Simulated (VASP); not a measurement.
# Fe (Im-3m) in VASP: single point with PBE

Aim: the single point of Fe with PBE.

Everything below comes from runs of VASP 6.6.1. Logs are shortened: lines on timing, memory, paths and dates and some standing lists are left out, and cuts for length are marked.

### Step 1. The cell of the first run

The structure is cubic, space group Im-3m (No. 229). Conventional cell: a = 2.851 Å, b = 2.851 Å, c = 2.851 Å, α = 90.00°, β = 90.00°, γ = 90.00°. Fe (site symmetry m-3m) has 14 Fe at 2.47 to 2.85 Å within 3.3 Å.

### Step 2. Single point, PBE, non-collinear spin, typed start, spin-orbit coupling

File INCAR:

```
SYSTEM = Fe
PREC     = Accurate       ! precision mode
ENCUT    = 520            ! plane-wave cutoff, eV
EDIFF    = 1E-6           ! SCF threshold, eV
ISMEAR   = 0              ! smearing method
SIGMA    = 0.1            ! smearing width, eV
LREAL    = .FALSE.        ! projectors in reciprocal space
LASPH    = .TRUE.         ! aspherical terms in the spheres
NELM     = 150            ! most SCF steps
ALGO     = Normal         ! electronic algorithm
ISIF     = 2              ! what is computed and relaxed
LWAVE    = .FALSE.        ! write WAVECAR
LCHARG   = .FALSE.        ! write CHGCAR
LNONCOLLINEAR= .TRUE.         ! non-collinear magnetism
MAGMOM   = 0 0 2.2        ! initial moments
LORBIT   = 11             ! projections on sites
LSORBIT  = .TRUE.         ! spin-orbit coupling
GGA_COMPAT= .FALSE.      
LORBMOM  = .TRUE.       
LMAXMIX  = 4              ! l up to which the mixer works
GGA      = PE             ! functional
NBANDS   = 19             ! bands
```

File KPOINTS:

```
regular mesh
0
G
  5 5 5
  0 0 0
```

File POSCAR:

```
Fe
1.0
   -1.4255000000      1.4255000000      1.4255000000
    1.4255000000     -1.4255000000      1.4255000000
    1.4255000000      1.4255000000     -1.4255000000
Fe
1
Direct
    0.0000000000      0.0000000000      0.0000000000
```

Potentials or basis: VASP PAW PBE potentials, release 64 (Fe).

On the command line:

```
> cat potpaw_PBE.64/Fe/POTCAR > POTCAR
> mpirun -np 1 vasp_ncl > vasp.out
```

OUTCAR:

```text
SYSTEM = Fe
   PREC = Accurate
   ENCUT = 520
   EDIFF = 1E-6
   ISMEAR = 0
   LREAL = .FALSE.
   LASPH = .TRUE.
   NELM = 150
   ISIF = 2
   LNONCOLLINEAR = .TRUE.
   LORBIT = 11
   LSORBIT = .TRUE.
   GGA = PE

 ion  position               nearest neighbor table
   1  0.000  0.000  0.000-

  LATTYP: Found a body centered cubic cell.
 ALAT       =     2.8510000000

  Lattice vectors:

 A1 = (  -1.4255000000,   1.4255000000,   1.4255000000)
 A2 = (   1.4255000000,  -1.4255000000,   1.4255000000)
 A3 = (   1.4255000000,   1.4255000000,  -1.4255000000)

Analysis of symmetry for initial positions (statically):
=====================================================================
 Subroutine PRICEL returns:
 Original cell was already a primitive cell.

 Routine SETGRP: Setting up the symmetry group for a
 body centered cubic supercell.

 Subroutine GETGRP returns: Found 48 space group operations
 (whereof 48 operations were pure point group operations)
 out of a pool of 48 trial point group operations.

The static configuration has the point symmetry O_h .

Analysis of symmetry for dynamics (positions and initial velocities):
=====================================================================
 Subroutine PRICEL returns:
 Original cell was already a primitive cell.

 Routine SETGRP: Setting up the symmetry group for a
 body centered cubic supercell.

 Subroutine GETGRP returns: Found 48 space group operations
 (whereof 48 operations were pure point group operations)
 out of a pool of 48 trial point group operations.

The dynamic configuration has the point symmetry O_h .

Analysis of structural, dynamic, and magnetic symmetry:
=====================================================================
 Subroutine PRICEL returns:
 Original cell was already a primitive cell.

 Routine SETGRP: Setting up the symmetry group for a
 body centered cubic supercell.

 Subroutine GETGRP returns: Found  8 space group operations
 (whereof  8 operations were pure point group operations)
 out of a pool of 48 trial point group operations.

The overall configuration has the point symmetry C_4h.

 Subroutine INISYM returns: Found  8 space group operations
 (whereof  8 operations are pure point group operations),
 and found     1 'primitive' translations

----------------------------------------------------------------------------------------

                                     Primitive cell

  volume of cell :      11.5868

  direct lattice vectors                    reciprocal lattice vectors
    -1.425500000  1.425500000  1.425500000     0.000000000  0.350754121  0.350754121
     1.425500000 -1.425500000  1.425500000     0.350754121  0.000000000  0.350754121
     1.425500000  1.425500000 -1.425500000     0.350754121  0.350754121  0.000000000

  length of vectors
     2.469038426  2.469038426  2.469038426     0.496041235  0.496041235  0.496041235

  position of ions in fractional coordinates (direct lattice)
     0.000000000  0.000000000  0.000000000

  ion indices of the primitive-cell ions
   primitive index   ion index
                 1           1

----------------------------------------------------------------------------------------

 KPOINTS: regular mesh

Automatic generation of k-mesh.
 Grid dimensions read from file:
 generate k-points for:    5    5    5

 Generating k-lattice:

  Cartesian coordinates                     Fractional coordinates (reciprocal lattice)
     0.000000000  0.070150824  0.070150824     0.200000000  0.000000000  0.000000000
     0.070150824  0.000000000  0.070150824     0.000000000  0.200000000  0.000000000
     0.070150824  0.070150824  0.000000000     0.000000000  0.000000000  0.200000000

  Length of vectors
     0.099208247  0.099208247  0.099208247
[... 45 lines left out ...]
   LNONCOLLINEAR =      T non collinear calculations
   LSORBIT =      T    spin-orbit coupling
   LASPH  =      T    aspherical Exc in radial PAW
   ENCUT  =  520.0 eV  38.22 Ry    6.18 a.u.   4.59  4.59  4.59*2*pi/ulx,y,z
   NELM   =    150;   NELMIN=  2; NELMDL= -5     # of ELM steps
   EDIFF  = 0.1E-05   stopping-criterion for ELM
   LREAL  =      F    real-space projection
   EDIFFG = 0.1E-04   stopping-criterion for IOM
   NSW    =      0    number of steps for IOM
   IBRION =     -1    ionic relax: 0-MD 1-quasi-New 2-CG
   NFREE  =      0    steps in history (QN), initial steepest desc. (CG)
   ISIF   =      2    stress and relaxation
   ISYM   =      2    0-nonsym 1-usesym 2-fastsym
   POTIM  = 0.5000    time-step for ionic-motion
   TEBEG  =    0.0;   TEEND  =   0.0 temperature during run
   PSTRESS=    0.0 pullay stress
   NELECT =       8.0000    total number of electrons
   NUPDOWN=      -1.0000    fix difference up-down
   EMIN   =  10.00;   EMAX   =-10.00  energy-range for DOS
   EFERMI =   0.00;   METHOD = LEGACY
   ISMEAR =     0;   SIGMA  =   0.10  broadening in eV -4-tet -1-fermi 0-gaus
   EFERMI_NEDOS =   21; number of points for ismear=-14 and -15
   IALGO  =     38    algorithm
   IMIX   =      4    mixing-type and parameters
     AMIX     =   0.40;   BMIX     =  1.00
     AMIX_MAG =   1.60;   BMIX_MAG =  1.00
  volume/ion in A,a.u.               =      11.59        78.19
  Fermi-wavevector in a.u.,A,eV,Ry     =   1.446941  2.734323 28.485693  2.093639
  Thomas-Fermi vector in A             =   2.564953
   LORBIT       =     11    0 simple, 1 ext, 2 COOP (PROOUT), +10 PAW based schemes
   GGA     = PE    functional components
   LHFCALC =     F    Hartree Fock is set to
   AEXX    =    0.0000 exact exchange contribution
   IVDW    =     0    specifies the selected vdW correction
   LEPSILON=     F    determine dielectric tensor
   LRPA    =     F    only Hartree local field effects (RPA)
 Gauss-broadening in eV      SIGMA  =   0.10
  energy-cutoff  :      520.00
  volume of cell :       11.59
 maximum number of plane-waves:       646
 NGX is ok and might be reduce to    18
   NGX =  9   NGY =  9   NGZ =  9

 number of electron       8.0000005 magnetization       0.0000000      0.0000000      2.0467670

 number of electron       8.0000005 magnetization      -0.0000000     -0.0000000      2.0468295

 number of electron       8.0000005 magnetization      -0.0000000      0.0000000      2.0468360

 Free energy of the ion-electron system (eV)
  ---------------------------------------------------
  ext. energy  EPLUGINS =         0.00000000
  ---------------------------------------------------
  free energy    TOTEN  =        -8.19840064 eV

  energy without entropy =       -8.19007121  energy(sigma->0) =       -8.19423593

 E-fermi :   5.5233     XC(G=0): -13.0219

 val. band max:        5.4659448272   @ k =  -0.4000   0.4000   0.4000
 cond. band min:       5.5271401058   @ k =   0.2000   0.2000  -0.2000
 fundamental gap:      0.0611952787
 Fermi energy:         5.5233486494

 k-point     1 :       0.0000    0.0000    0.0000
  band No.  band energies     occupation
      1      -2.6797      1.00000
      2      -2.5542      1.00000
      3       3.3258      1.00000
      4       3.3494      1.00000
      5       3.3842      1.00000
      6       4.4362      1.00000
[... 439 lines left out ...]
      6       5.1530      1.00000
[... 11 lines left out ...]
     18      22.2260      0.00000
     19      23.0311      0.00000

------------------------ aborting loop because EDIFF is reached ----------------------------------------

  FORCE on cell =-STRESS in cart. coord.  units (eV):
  Direction    XX          YY          ZZ          XY          YZ          ZX
  --------------------------------------------------------------------------------------
  -------------------------------------------------------------------------------------
  Total       -0.4389365     -0.4389365     -0.4329487     -0.0000044      0.0000000      0.0000000
  in kB      -60.6946845    -60.6946845    -59.8667112     -0.0006074      0.0000000      0.0000000
  external PRESSURE =     -60.4186934 kB  Pullay stress =       0.0000000 kB

 VOLUME and BASIS-vectors are now :
 -----------------------------------------------------------------------------
  energy-cutoff  :      520.00
  volume of cell :       11.59
      direct lattice vectors                 reciprocal lattice vectors
    -1.425500000  1.425500000  1.425500000     0.000000000  0.350754121  0.350754121
     1.425500000 -1.425500000  1.425500000     0.350754121  0.000000000  0.350754121
     1.425500000  1.425500000 -1.425500000     0.350754121  0.350754121  0.000000000

 POSITION                                       TOTAL-FORCE (eV/Angst)
 -----------------------------------------------------------------------------------
      0.00000      0.00000      0.00000        -0.000000      0.000000      0.000000
 -----------------------------------------------------------------------------------
    total drift:                                0.000000      0.000000      0.000000

  FREE ENERGIE OF THE ION-ELECTRON SYSTEM (eV)
  ---------------------------------------------------
  free  energy   TOTEN  =        -8.1984006420 eV

  energy  without entropy=       -8.1900712110  energy(sigma->0) =       -8.19423593

 orbital moment (x)

 # of ion     p       d       tot
 ----------------------------------------
  1        -0.000   0.000   0.000
 ----------------------------------------
           -0.000   0.000   0.000

 orbital moment (y)

 # of ion     p       d       tot
 ----------------------------------------
  1        -0.000  -0.000  -0.000
 ----------------------------------------
           -0.000  -0.000  -0.000

 orbital moment (z)

 # of ion     p       d       tot
 ----------------------------------------
  1         0.000   0.050   0.050
 ----------------------------------------
            0.000   0.050   0.050

 Spin-Orbit-Coupling matrix elements

 Ion:    1  E_soc:     -0.0130973
 l=   1
     0.0000000    -0.0003345    -0.0003126
    -0.0003345     0.0000000    -0.0003345
    -0.0003126    -0.0003345     0.0000000
 l=   2
     0.0000000    -0.0004641     0.0000000    -0.0004641    -0.0013411
    -0.0004641     0.0000000    -0.0010543    -0.0004794    -0.0003548
     0.0000000    -0.0010543     0.0000000    -0.0010543     0.0000000
    -0.0004641    -0.0004794    -0.0010543     0.0000000    -0.0003548
    -0.0013411    -0.0003548     0.0000000    -0.0003548     0.0000000
 l=   3
     0.0000000     0.0000000     0.0000000     0.0000000     0.0000000     0.0000000     0.0000000
     0.0000000     0.0000000     0.0000000     0.0000000     0.0000000     0.0000000     0.0000000
     0.0000000     0.0000000     0.0000000     0.0000000     0.0000000     0.0000000     0.0000000
     0.0000000     0.0000000     0.0000000     0.0000000     0.0000000     0.0000000     0.0000000
     0.0000000     0.0000000     0.0000000     0.0000000     0.0000000     0.0000000     0.0000000
     0.0000000     0.0000000     0.0000000     0.0000000     0.0000000     0.0000000     0.0000000
     0.0000000     0.0000000     0.0000000     0.0000000     0.0000000     0.0000000     0.0000000

 total charge

# of ion       s       p       d       tot
------------------------------------------
    1        0.479   0.542   6.200   7.220

 magnetization (x)

# of ion       s       p       d       tot
------------------------------------------
    1       -0.000   0.000   0.000   0.000

 magnetization (y)

# of ion       s       p       d       tot
------------------------------------------
    1        0.000   0.000   0.000   0.000

 magnetization (z)

# of ion       s       p       d       tot
------------------------------------------
    1       -0.014  -0.053   2.115   2.048
```

Run time: 52 s. Hardware: 1 thread of Intel Xeon 6975P-C (Granite Rapids), shared host; peak memory 0.14 GiB.

What came out:

| Property | Result |
| --- | --- |
| Free energy | -8.1984 eV |
| Pressure | -6.0 GPa |
| Net moment | 2.05 μB per cell |
| Valence electrons inside the program's atomic spheres | Fe 7.22 |

Moments on the atoms (μB; x, y, z):
```
Fe  0.00 0.00 2.05
```

Caveat: the k points lie up to 0.62 Å⁻¹ apart.
